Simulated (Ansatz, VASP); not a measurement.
Given: the input of a run of Ansatz 0.2.0 on C.

The input input.yaml:

```yaml
crystal:
  lattice:
    - [2.456227506, 0.0, 0.0]
    - [-1.228113753, 2.1271554177, 0.0]
    - [0.0, 0.0, 24.1339601687]
  atoms:
    - { symbol: C, position: [0.656434, 0.32544, 0.571241] }
    - { symbol: C, position: [0.294807, 0.649361, 0.428878] }
    - { symbol: C, position: [0.00123, -0.007863, 0.429697] }
    - { symbol: C, position: [-0.004773, 0.016183, 0.571091] }
kpoints:
  mp_grid: { grid: [12, 12, 2] }
scf:
  occupations: { method: fermi_dirac, width: 0.05 }
hamiltonian:
  xc: pbe
  pseudopotentials: { kind: all_electron, lapw: { basis_error: 0.001 } }
output:
  forces: true
  stress: true
  eigenvalues: true
  populations: true
```

Potentials or basis: all-electron LAPW, scalar-relativistic.

Launch:

```console
$ ansatz run input.yaml --threads 2 --pin off --max-ram 6144MiB --backend cpu --events-out ev --progress --plain --runs-dir out
```

Problem. Translate it to VASP 6.6.1. Potentials there: VASP PAW PBE potentials, release 64 (C).

Solution. As run (the cutoff follows the program's own potentials):

Contents of INCAR:

```
SYSTEM = C
ALGO = Normal
EDIFF = 1E-6
ENCUT = 520
GGA = PE
ISIF = 2
ISMEAR = -1
LASPH = .TRUE.
LCHARG = .TRUE.
LELF = .TRUE.
LREAL = .FALSE.
LVHAR = .TRUE.
LWAVE = .FALSE.
NBANDS = 16
NELM = 80
PREC = Accurate
SIGMA = 0.05
```

File KPOINTS:

```
k-points
0
G
  12 12 2
  0 0 0
```

File POSCAR:

```
C
1.0
    2.4562275060      0.0000000000      0.0000000000
   -1.2281137530      2.1271554177      0.0000000000
    0.0000000000      0.0000000000     24.1339601687
C
4
Direct
    0.6564340000      0.3254400000      0.5712410000
    0.2948070000      0.6493610000      0.4288780000
    0.0012300000     -0.0078630000      0.4296970000
   -0.0047730000      0.0161830000      0.5710910000
```

Potentials or basis: VASP PAW PBE potentials, release 64 (C).

The run is started by

```sh
$ cat potpaw_PBE.64/C/POTCAR > POTCAR
$ mpirun -np 1 vasp_std > vasp.out
```

Both were run:

|  | VASP | Ansatz | Ansatz less VASP |
| --- | --- | --- | --- |
| gap on the k mesh at the Fermi level (eV) | 0.61 | 0.61 | 0.000 |
| least direct gap on the mesh (eV) | 0.61 | 0.61 | 0.000 |
| rms of the force components (eV/Å) | 2.179 | 2.174 | -0.0045 |

Atom by atom the forces differ by 0.005 eV/Å (rms over components). Ansatz ran all-electron here, and VASP with PAW potentials.
